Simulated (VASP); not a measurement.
Wanted: the native input for a VASP 6.6.1 run.

```yaml
Task: single point
Functional: PBE
Potentials_or_basis: VASP PAW PBE potentials, release 64 (Si, Sb)
Cutoff: 520 eV
k_mesh: 1 × 1 × 1
Occupations: gaussian, width 0.05 eV
Spin: collinear spin, zero start
Dipole_correction: no
Further_INCAR_settings: LREAL = Auto; ALGO = Normal; EDIFF = 1e-06; NBANDS = 168
```

The structure of Si62Sb (a cell with a defect) lies in POSCAR:

```
Si62Sb
1.0
   10.8600000000      0.0000000000      0.0000000000
    0.0000000000     10.8600000000      0.0000000000
    0.0000000000      0.0000000000     10.8600000000
Si Sb
62 1
Direct
    0.5009697053     -0.0001300184     -0.0007204420
    0.6257635359      0.1242364641      0.1252779006
    0.7501300184      0.2490302947     -0.0007204420
    0.8755210866      0.3748325046      0.1251674954
    0.7504982505     -0.0004982505      0.2504024862
    0.8752467772      0.1234643646      0.3765356354
    0.0002316759      0.0003208103      0.0014676796
    0.1252179558      0.1250530387      0.1262919890
    0.2504771639      0.2497407919      0.0004771639
    0.3755521179      0.3744478821      0.1255521179
    0.5002592081      0.4995228361      0.0004771639
    0.6249469613      0.6247820442      0.1262919890
    0.7496791897      0.7497683241      0.0014676796
    0.8755569982      0.8744430018      0.1258442910
    0.2492795580     -0.0001300184      0.2509697053
    0.3752779006      0.1242364641      0.3757635359
    0.5002453039      0.2497546961      0.2502453039
    0.6257635359      0.3747220994      0.3757635359
    0.7501300184      0.5007204420      0.2509697053
    0.8757888582      0.6265568140      0.3775663904
    0.5004024862     -0.0004982505      0.5004982505
    0.6265356354      0.1234643646      0.6252467772
    0.7504982505      0.2495975138      0.5004982505
    0.8755569982      0.3741557090      0.6255569982
    0.7519755064     -0.0019755064      0.7471376611
    0.8757888582      0.1224336096      0.8734431860
    0.0010792818      0.5000119705     -0.0000119705
    0.1255284530      0.6244715470      0.1256045120
    0.2499880295      0.7489207182     -0.0000119705
    0.3751674954      0.8744789134      0.1251674954
   -0.0004980663      0.2498782689      0.2501217311
    0.1252179558      0.3737080110      0.3749469613
    0.2504771639      0.4995228361      0.2502592081
    0.3762919890      0.6247820442      0.3749469613
    0.5001217311      0.7504980663      0.2501217311
    0.6265356354      0.8747532228      0.3765356354
   -0.0028623389     -0.0019755064      0.5019755064
    0.1234431860      0.1224336096      0.6257888582
    0.2492795580      0.2490302947      0.5001300184
    0.3751674954      0.3748325046      0.6255210866
    0.5009697053      0.5007204420      0.5001300184
    0.6275663904      0.6265568140      0.6257888582
    0.7519755064      0.7528623389      0.5019755064
    0.2514676796      0.0003208103      0.7502316759
    0.3762919890      0.1250530387      0.8752179558
    0.5001217311      0.2498782689      0.7495019337
    0.6249469613      0.3737080110      0.8752179558
    0.7496791897      0.4985323204      0.7502316759
    0.8703718232      0.6215827808      0.8784172192
    0.0005087477      0.7494912523      0.2507263352
    0.1234431860      0.8742111418      0.3775663904
    0.0002316759      0.4985323204      0.4996791897
    0.1284172192      0.6215827808      0.6203718232
    0.2514676796      0.7497683241      0.4996791897
    0.3758442910      0.8744430018      0.6255569982
    0.0005087477      0.2492736648      0.7505087477
    0.1255284530      0.3743954880      0.8755284530
    0.2499880295      0.5000119705      0.7510792818
    0.3756045120      0.6244715470      0.8755284530
    0.5007263352      0.7494912523      0.7505087477
    0.6275663904      0.8742111418      0.8734431860
    0.1284172192      0.8796281768      0.8784172192
    0.9711254144      0.7788745856      0.7211254144
```

One way to write it, as run:

INCAR

```
PREC = Accurate
ENCUT = 520
EDIFF = 1E-6
ISMEAR = 0
SIGMA = 0.05
LREAL = Auto
LASPH = True
NELM = 150
ALGO = Normal
ISIF = 2
LWAVE = False
LCHARG = True
ISPIN = 2
MAGMOM = 0 0 0 0 0 0 0 0 0 0 0 0 0 0 0 0 0 0 0 0 0 0 0 0 0 0 0 0 0 0 0 0 0 0 0 0 0 0 0 0 0 0 0 0 0 0 0 0 0 0 0 0 0 0 0 0 0 0 0 0 0 0 0
LORBIT = 11
GGA = PE
LELF = True
LVHAR = True
NBANDS = 168
```

KPOINTS

```
regular mesh
0
Gamma
  1 1 1
```

Potentials or basis: VASP PAW PBE potentials, release 64 (Si, Sb).

Command:

```sh
$ cat potpaw_PBE.64/Si/POTCAR potpaw_PBE.64/Sb/POTCAR > POTCAR
$ mpirun -np 1 vasp_gam > vasp.out
```

It gave:

| Property | Result |
| --- | --- |
| Pressure | 2.5 GPa |
| Largest force | 0.082 eV/Å |
| Net moment | 0.00 μB per cell |
| Valence electrons inside the program's atomic spheres | Si 1.69, 1.70, 1.65 (each value once); Sb 2.46 |

Caveat: the k points lie up to 0.58 Å⁻¹ apart.

It took 13 min on 1 thread of AMD EPYC 7R43 64-Core Processor (Zen 3) (shared host), peak memory 1.4 GiB.
